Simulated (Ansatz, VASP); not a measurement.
# Two plane-wave programs on TaC

```
CELL_PARAMETERS angstrom
0.00000 2.28149 2.28149
2.28149 0.00000 2.28149
2.28149 2.28149 0.00000
ATOMIC_POSITIONS crystal
Ta 0.00000 0.00000 0.00000
C 0.50000 0.50000 0.50000
```

Alike in both runs: task single point; functional PBE; k mesh 16 × 16 × 16; occupations gaussian, width 0.1 eV; no spin polarisation.

|  | VASP | Ansatz |
| --- | --- | --- |
| version | VASP 6.6.1 | Ansatz 0.2.0 |
| potentials or method | VASP PAW PBE potentials, release 64 (Ta_pv, C), cutoff 600 eV | scalar-relativistic, plane waves, PAW |
| valence electrons in the cell | 15 | 17 |

|  | VASP | Ansatz | Ansatz less VASP |
| --- | --- | --- | --- |
| gap on the k mesh at the Fermi level (eV) | none | none | - |
| pressure (GPa) | -16.3 | -16.7 | -0.41 |

A gap of «none» marks a metal or a gap that the smearing closes. VASP's potentials hold 15 valence electrons a cell and Ansatz's 17, so a difference there can come from the potentials and not from the codes.

Neither program's run includes spin-orbit coupling.
